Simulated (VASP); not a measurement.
# HfZrSe4 (P-3m1) in VASP: a series of runs

The runs below take HfZrSe4 through single point, with PBE.

Program: VASP 6.6.1. These are calculated values, not measurements. Logs are shortened: lines on timing, memory, paths and dates and some standing lists are left out, and cuts for length are marked.

### 1 The cell of the first run

It takes space group P-3m1 (No. 164, trigonal). The conventional cell has a = 3.659 Å, b = 3.659 Å, c = 13.850 Å, α = 90.00°, β = 90.00°, γ = 120.00°. Zr (site symmetry -3m) has 6 Se at 2.70 Å within 3.6 Å. Hf (site symmetry -3m) has 6 Se at 2.76 Å within 3.6 Å. Within 3.6 Å of Se (site symmetry 3m) lie 3 Zr at 2.70 Å. Se (site symmetry 3m) has 3 Hf at 2.76 Å within 3.6 Å.

### 2 Single point, PBE

INCAR

```
SYSTEM = HfZrSe4
PREC = Accurate ; ENCUT = 520
EDIFF = 1E-6 ; ISMEAR = 0
SIGMA = 0.1 ; LREAL = .False.
LASPH = .True. ; NELM = 60
ALGO = Normal ; ISIF = 2
LWAVE = .False. ; LCHARG = .False.
GGA = PE ; NBANDS = 32
```

KPOINTS

```
Automatic mesh
0
Gamma
  6 6 2
  0 0 0
```

POSCAR

```
HfZrSe4
1.0
    3.6585989500      0.0000000000      0.0000000000
   -1.8292994700      3.1684396300      0.0000000000
    0.0000000000      0.0000000000     13.8497978500
Zr Hf Se
1 1 4
Direct
    0.0000000000      0.0000000000      0.0000000000
    0.0000000000      0.0000000000      0.5000000000
    0.3333333300      0.6666666700      0.8780300000
    0.3333333300      0.6666666700      0.3713200100
    0.6666666700      0.3333333300      0.6286799900
    0.6666666700      0.3333333300      0.1219700000
```

Potentials or basis: VASP PAW PBE potentials, release 64 (Zr_sv, Hf_pv, Se).

On the command line:

```console
> cat potpaw_PBE.64/Zr_sv/POTCAR potpaw_PBE.64/Hf_pv/POTCAR potpaw_PBE.64/Se/POTCAR > POTCAR
> mpirun -np 1 vasp_std > vasp.out
```

OUTCAR:

```text
SYSTEM = HfZrSe4
   PREC = Accurate
   ENCUT = 520
   EDIFF = 1E-6
   ISMEAR = 0
   LREAL = .False.
   LASPH = .True.
   NELM = 60
   ISIF = 2
   GGA = PE

 ion  position               nearest neighbor table
   1  0.000  0.000  0.000-   3 2.70   6 2.70   3 2.70   6 2.70   6 2.70   3 2.70
   2  0.000  0.000  0.500-   4 2.76   5 2.76   4 2.76   5 2.76   5 2.76   4 2.76
   3  0.333  0.667  0.878-   1 2.70   1 2.70   1 2.70
   4  0.333  0.667  0.371-   2 2.76   2 2.76   2 2.76
   5  0.667  0.333  0.629-   2 2.76   2 2.76   2 2.76
   6  0.667  0.333  0.122-   1 2.70   1 2.70   1 2.70

  LATTYP: Found a hexagonal cell.
 ALAT       =     3.6585989500
 C/A-ratio  =     3.7855468826

  Lattice vectors:

 A1 = (   3.6585989500,   0.0000000000,   0.0000000000)
 A2 = (  -1.8292994700,   3.1684396300,   0.0000000000)
 A3 = (   0.0000000000,   0.0000000000,  13.8497978500)

Analysis of symmetry for initial positions (statically):
=====================================================================
 Subroutine PRICEL returns:
 Original cell was already a primitive cell.

 Routine SETGRP: Setting up the symmetry group for a
 hexagonal supercell.

 Subroutine GETGRP returns: Found 12 space group operations
 (whereof 12 operations were pure point group operations)
 out of a pool of 24 trial point group operations.

The static configuration has the point symmetry D_3d.

Analysis of symmetry for dynamics (positions and initial velocities):
=====================================================================
 Subroutine PRICEL returns:
 Original cell was already a primitive cell.

 Routine SETGRP: Setting up the symmetry group for a
 hexagonal supercell.

 Subroutine GETGRP returns: Found 12 space group operations
 (whereof 12 operations were pure point group operations)
 out of a pool of 24 trial point group operations.

The dynamic configuration has the point symmetry D_3d.

 Subroutine INISYM returns: Found 12 space group operations
 (whereof 12 operations are pure point group operations),
 and found     1 'primitive' translations

----------------------------------------------------------------------------------------

                                     Primitive cell

  volume of cell :     160.5475

  direct lattice vectors                    reciprocal lattice vectors
     3.658598950  0.000000000  0.000000000     0.273328674  0.157806383  0.000000000
    -1.829299470  3.168439630  0.000000000     0.000000000  0.315612767  0.000000000
     0.000000000  0.000000000 13.849797850     0.000000000  0.000000000  0.072203220

  length of vectors
     3.658598950  3.658598945 13.849797850     0.315612767  0.315612767  0.072203220

  position of ions in fractional coordinates (direct lattice)
     0.000000000  0.000000000  0.000000000
     0.000000000  0.000000000  0.500000000
     0.333333330  0.666666670  0.878030000
     0.333333330  0.666666670  0.371320010
     0.666666670  0.333333330  0.628679990
     0.666666670  0.333333330  0.121970000

  ion indices of the primitive-cell ions
   primitive index   ion index
                 1           1
                 2           2
                 3           3
                 4           4
                 5           5
                 6           6

----------------------------------------------------------------------------------------

 KPOINTS: Automatic mesh

Automatic generation of k-mesh.
 Grid dimensions read from file:
 generate k-points for:    6    6    2

 Generating k-lattice:

  Cartesian coordinates                     Fractional coordinates (reciprocal lattice)
     0.045554779  0.026301064  0.000000000     0.166666667 -0.000000000  0.000000000
     0.000000000  0.052602128  0.000000000     0.000000000  0.166666667  0.000000000
     0.000000000  0.000000000  0.036101610     0.000000000  0.000000000  0.500000000

  Length of vectors
     0.052602128  0.052602128  0.036101610

  Shift w.r.t. Gamma in fractional coordinates (k-lattice)
     0.000000000  0.000000000  0.000000000

 Subroutine IBZKPT returns following result:
 ===========================================

 Found     14 irreducible k-points:

 Following reciprocal coordinates:
            Coordinates               Weight
  0.000000  0.000000  0.000000      1.000000
  0.166667  0.000000  0.000000      6.000000
  0.333333  0.000000  0.000000      6.000000
  0.500000 -0.000000  0.000000      3.000000
  0.166667  0.166667  0.000000      6.000000
  0.333333  0.166667  0.000000     12.000000
  0.333333  0.333333  0.000000      2.000000
  0.000000  0.000000  0.500000      1.000000
  0.166667  0.000000  0.500000      6.000000
  0.333333  0.000000  0.500000      6.000000
  0.500000 -0.000000  0.500000      3.000000
  0.166667  0.166667  0.500000      6.000000
  0.333333  0.166667  0.500000     12.000000
  0.333333  0.333333  0.500000      2.000000
   k-points           NKPTS =     14   k-points in BZ     NKDIM =     14   number of bands    NBANDS=     32
   number of dos      NEDOS =    301   number of ions     NIONS =      6
   total plane-waves  NPLWV =  84672
   dimension x,y,z NGX =    28 NGY =   28 NGZ =  108
   dimension x,y,z NGXF=    56 NGYF=   56 NGZF=  216
   ions per type =               1   1   4
   NGX,Y,Z   is equivalent  to a cutoff of  12.72, 12.72, 12.96 a.u.
   NGXF,Y,Z  is equivalent  to a cutoff of  25.45, 25.45, 25.93 a.u.
 SYSTEM =  HfZrSe4
   PREC   = accura    normal or accurate (medium, high low for compatibility)
   ISTART =      0    job   : 0-new  1-cont  2-samecut
   ICHARG =      2    charge: 1-file 2-atom 10-const
   ISPIN  =      1    spin polarized calculation?
   LNONCOLLINEAR =      F non collinear calculations
   LSORBIT =      F    spin-orbit coupling
   LASPH  =      T    aspherical Exc in radial PAW
   ENCUT  =  520.0 eV  38.22 Ry    6.18 a.u.   6.80  6.80 25.75*2*pi/ulx,y,z
   NELM   =     60;   NELMIN=  2; NELMDL= -5     # of ELM steps
   EDIFF  = 0.1E-05   stopping-criterion for ELM
   LREAL  =      F    real-space projection
   EDIFFG = 0.1E-04   stopping-criterion for IOM
   NSW    =      0    number of steps for IOM
   IBRION =     -1    ionic relax: 0-MD 1-quasi-New 2-CG
   NFREE  =      0    steps in history (QN), initial steepest desc. (CG)
   ISIF   =      2    stress and relaxation
   ISYM   =      2    0-nonsym 1-usesym 2-fastsym
   POTIM  = 0.5000    time-step for ionic-motion
   TEBEG  =    0.0;   TEEND  =   0.0 temperature during run
   PSTRESS=    0.0 pullay stress
   NELECT =      46.0000    total number of electrons
   NUPDOWN=      -1.0000    fix difference up-down
   EMIN   =  10.00;   EMAX   =-10.00  energy-range for DOS
   EFERMI =   0.00;   METHOD = LEGACY
   ISMEAR =     0;   SIGMA  =   0.10  broadening in eV -4-tet -1-fermi 0-gaus
   EFERMI_NEDOS =   21; number of points for ismear=-14 and -15
   IALGO  =     38    algorithm
   IMIX   =      4    mixing-type and parameters
     AMIX     =   0.40;   BMIX     =  1.00
     AMIX_MAG =   1.60;   BMIX_MAG =  1.00
  volume/ion in A,a.u.               =      26.76       180.57
  Fermi-wavevector in a.u.,A,eV,Ry     =   1.079260  2.039506 15.848105  1.164803
  Thomas-Fermi vector in A             =   2.215221
   LORBIT       =      0    0 simple, 1 ext, 2 COOP (PROOUT), +10 PAW based schemes
   GGA     = PE    functional components
   LHFCALC =     F    Hartree Fock is set to
   AEXX    =    0.0000 exact exchange contribution
   IVDW    =     0    specifies the selected vdW correction
   LEPSILON=     F    determine dielectric tensor
   LRPA    =     F    only Hartree local field effects (RPA)
 non-spin polarized calculation
 Gauss-broadening in eV      SIGMA  =   0.10
  energy-cutoff  :      520.00
  volume of cell :      160.55
 maximum number of plane-waves:      4350
 NGX is ok and might be reduce to    28
   NGX = 13   NGY = 13   NGZ = 51

 number of electron      46.0000000 magnetization

 Free energy of the ion-electron system (eV)
  ---------------------------------------------------
  ext. energy  EPLUGINS =         0.00000000
  ---------------------------------------------------
  free energy    TOTEN  =       -40.10821665 eV

  energy without entropy =      -40.09753032  energy(sigma->0) =      -40.10287348

 E-fermi :   3.4509     XC(G=0):  -9.2542

 val. band max:        3.4483712625   @ k =   0.5000  -0.0000   0.5000
 cond. band min:       3.4792411407   @ k =   0.0000   0.0000   0.0000
 fundamental gap:      0.0308698782
 Fermi energy:         3.4508816020

 k-point     1 :       0.0000    0.0000    0.0000
  band No.  band energies     occupation
      1     -46.0211      2.00000
      2     -28.0569      2.00000
      3     -28.0337      2.00000
      4     -28.0337      2.00000
      5     -24.0676      2.00000
      6     -23.9434      2.00000
[... 24 lines left out ...]
     31       7.4817      0.00000
     32       7.4817      0.00000

 k-point     2 :       0.1667    0.0000    0.0000
  band No.  band energies     occupation
      1     -46.0164      2.00000
      2     -28.0717      2.00000
      3     -28.0495      2.00000
      4     -28.0426      2.00000
      5     -24.0529      2.00000
      6     -24.0060      2.00000
[... 24 lines left out ...]
     31       7.1779      0.00000
     32       7.5446      0.00000
[... 383 lines left out ...]
     31       7.3449      0.00000
     32       8.1525      0.00000

 k-point    14 :       0.3333    0.3333    0.5000
  band No.  band energies     occupation
      1     -45.9997      2.00000
      2     -28.1381      2.00000
      3     -28.1381      2.00000
      4     -28.0235      2.00000
      5     -24.1131      2.00000
      6     -24.1131      2.00000
[... 24 lines left out ...]
     31       7.8231      0.00000
     32       8.0230      0.00000

------------------------ aborting loop because EDIFF is reached ----------------------------------------

  FORCE on cell =-STRESS in cart. coord.  units (eV):
  Direction    XX          YY          ZZ          XY          YZ          ZX
  --------------------------------------------------------------------------------------
  -------------------------------------------------------------------------------------
  Total        0.8734884      0.8734884     -6.7318126      0.0000000      0.0000000      0.0000000
  in kB        8.7169396      8.7169395    -67.1798335      0.0000000      0.0000000      0.0000000
  external PRESSURE =     -16.5819848 kB  Pullay stress =       0.0000000 kB

 VOLUME and BASIS-vectors are now :
 -----------------------------------------------------------------------------
  energy-cutoff  :      520.00
  volume of cell :      160.55
      direct lattice vectors                 reciprocal lattice vectors
     3.658598950  0.000000000  0.000000000     0.273328674  0.157806383  0.000000000
    -1.829299470  3.168439630  0.000000000     0.000000000  0.315612767  0.000000000
     0.000000000  0.000000000 13.849797850     0.000000000  0.000000000  0.072203220

 POSITION                                       TOTAL-FORCE (eV/Angst)
 -----------------------------------------------------------------------------------
      0.00000      0.00000      0.00000        -0.000000      0.000000      0.000000
      0.00000      0.00000      6.92490        -0.000000      0.000000      0.000000
     -0.00000      2.11229     12.16054         0.000000      0.000000      0.370085
     -0.00000      2.11229      5.14271        -0.000000     -0.000000      1.575649
      1.82930      1.05615      8.70709         0.000000      0.000000     -1.575649
      1.82930      1.05615      1.68926         0.000000      0.000000     -0.370085
 -----------------------------------------------------------------------------------
    total drift:                                0.000000     -0.000000     -0.000000

  FREE ENERGIE OF THE ION-ELECTRON SYSTEM (eV)
  ---------------------------------------------------
  free  energy   TOTEN  =       -40.1082166479 eV

  energy  without entropy=      -40.0975303212  energy(sigma->0) =      -40.10287348
```

Wall time 43 s (1 thread of Intel Xeon 6975P-C (Granite Rapids), shared host); peak memory 0.31 GiB.

What came out:

```
Free energy            : -40.1082 eV
Pressure               : -1.7 GPa
Largest force          : 1.576 eV/Å
Band gap on the k mesh : zero (band 23 reaches 3.57 eV, above the bottom of band 24 at 3.33 eV)
```

Forces in eV/Å, atoms in the order of the input:
```
Zr   0.000  0.000  0.000
Hf   0.000  0.000  0.000
Se   0.000  0.000  0.370
Se   0.000  0.000  1.576
Se   0.000  0.000 -1.576
Se   0.000  0.000 -0.370
```

Stress tensor (GPa, compression positive):
```
 0.87  0.00  0.00
 0.00  0.87  0.00
 0.00  0.00 -6.72
```

Levels at points of the mesh, in eV from the Fermi level:
```
           k point  band 21  band 22  band 23  band 24  band 25  band 26
(0.00, 0.00, 0.00)     0.03     0.12     0.12     0.86     1.09     1.09
(0.50, 0.00, 0.00)    -1.59    -1.10    -0.93    -0.12     0.08     2.84
(0.00, 0.00, 0.50)     0.05     0.10     0.10     1.09     1.09     1.22
(0.50, 0.00, 0.50)    -1.86    -1.02    -1.01    -0.01     0.00     2.84
```

Caveat: spin-orbit coupling is left out, which moves the levels of the heavy elements; this functional lacks dispersion, which binds the layers, so the pressure and a relaxed spacing across them are unreliable; forces of over 1 eV/Å act on the atoms, so gaps and moduli don't describe the material at rest.

### 3 Single point, PBE

This run uses another cell than the first one, of 28.39 Å³/atom, 1.061 times its volume.

INCAR

```
SYSTEM = HfZrSe4
PREC = Accurate
ENCUT = 520
EDIFF = 1E-7
ISMEAR = 0
SIGMA = 0.1
LREAL = .FALSE.
LASPH = .TRUE.
NELM = 100
ALGO = Normal
ISIF = 2
LWAVE = .FALSE.
LCHARG = .FALSE.
GGA = PE
NBANDS = 32
```

KPOINTS

```
Automatic mesh
0
G
  6 6 2
  0 0 0
```

POSCAR

```
HfZrSe4
1.0
    3.7928711457     -0.0000000030      0.0000000000
   -1.8964355702      3.2847227669      0.0000000000
    0.0000000000      0.0000000000     13.6705530427
Zr Hf Se
1 1 4
Direct
    0.0000000000      0.0000000000      0.0000000000
    0.0000000000      0.0000000000      0.5000000000
    0.3333333333      0.6666666667      0.8841410443
    0.3333333333      0.6666666667      0.3854606017
    0.6666666667      0.3333333333      0.6145393983
    0.6666666667      0.3333333333      0.1158589557
```

Potentials or basis: VASP PAW PBE potentials, release 64 (Zr_sv, Hf_pv, Se).

On the command line:

```console
> cat potpaw_PBE.64/Zr_sv/POTCAR potpaw_PBE.64/Hf_pv/POTCAR potpaw_PBE.64/Se/POTCAR > POTCAR
> mpirun -np 1 vasp_std > vasp.out
```

Wall time 48 s (1 thread of Intel Xeon 6975P-C (Granite Rapids), shared host); peak memory 0.31 GiB.

It converged, with:

```yaml
Free_energy: -40.5462 eV
Pressure: -0.1 GPa
Largest_force: 0.046 eV/Å
Band_gap_on_the_k_mesh: 0.44 eV, indirect (least direct gap 1.10 eV)
```

Forces in eV/Å, atoms in the order of the input:
```
Zr   0.000  0.000  0.000
Hf   0.000  0.000  0.000
Se   0.000  0.000 -0.016
Se   0.000  0.000  0.046
Se   0.000  0.000 -0.046
Se   0.000  0.000  0.016
```

Levels at points of the mesh, in eV from the valence-band top:
```csv
k point,band 19,band 20,band 21,band 22,band 23,band 24,band 25,band 26,band 27,band 28
"(0.00, 0.00, 0.00)",-0.48,-0.06,-0.06,0.00,0.00,1.10,1.10,1.45,1.45,1.62
"(0.50, 0.00, 0.00)",-2.40,-1.83,-1.27,-1.22,-1.05,0.44,0.67,2.58,2.93,3.14
"(0.00, 0.00, 0.50)",-1.10,-0.05,-0.05,-0.01,-0.01,1.10,1.10,1.45,1.45,1.75
"(0.50, 0.00, 0.50)",-2.42,-1.59,-1.50,-1.21,-1.06,0.48,0.65,2.58,2.93,3.14
```

Caveat: spin-orbit coupling is left out, which moves the levels of the heavy elements; this functional lacks dispersion, which binds the layers, so the pressure and a relaxed spacing across them are unreliable. A k mesh can miss the band edges.
